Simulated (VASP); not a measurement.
## Li2CaO2: single point with PBE

The system is Li2CaO2.

```
CELL_PARAMETERS angstrom
3.72386 0.00000 0.00000
0.00000 3.72386 0.00000
0.00000 0.00000 5.32358
ATOMIC_POSITIONS crystal
Li 0.00000 0.00000 0.00000
Li 0.50000 0.50000 0.50000
Ca 0.00000 0.00000 0.50000
O 0.50000 0.00000 0.71213
O 0.00000 0.50000 0.28787
```

```
Program             : VASP 6.6.1
Task                : single point
Functional          : PBE
Potentials or basis : VASP PAW PBE potentials, release 64 (Li_sv, Ca_sv, O)
Cutoff              : 750 eV
k mesh              : 4 × 4 × 4
Occupations         : gaussian, width 0.1 eV
Spin                : no spin polarisation
```

```yaml
Pressure: 0.3 GPa
Largest_force: 0.060 eV/Å
Band_gap_on_the_k_mesh: 3.46 eV, indirect (least direct gap 3.65 eV)
```

Forces on the atoms (eV/Å):
```
Li   0.000  0.000  0.000
Li   0.000  0.000  0.000
Ca   0.000  0.000  0.000
O    0.000  0.000  0.060
O    0.000  0.000 -0.060
```

Stress tensor (GPa, compression positive):
```
0.34 0.00 0.00
0.00 0.34 0.00
0.00 0.00 0.15
```

Levels at points of the mesh, in eV from the valence-band top:
```csv
k point,band 12,band 13,band 14,band 15,band 16,band 17
"(0.00, 0.00, 0.00)",-0.57,-0.19,-0.19,3.46,5.59,7.52
"(0.50, 0.00, 0.00)",-0.46,-0.38,-0.21,5.61,5.94,7.16
"(0.50, 0.50, 0.00)",-0.35,-0.21,-0.21,4.82,4.82,7.13
"(0.00, 0.00, 0.50)",-0.67,-0.10,-0.10,4.71,5.24,7.30
"(0.50, 0.00, 0.50)",-0.49,-0.37,0.00,6.08,6.17,7.09
"(0.50, 0.50, 0.50)",-0.42,-0.30,-0.30,5.32,5.32,7.03
```

Run time: 27 s on 1 thread of Intel(R) Xeon(R) 6975P-C (Granite Rapids), with other jobs on the host, peak memory 0.25 GiB.

Caveat: the k points lie up to 0.42 Å⁻¹ apart. A k mesh can miss the band edges.
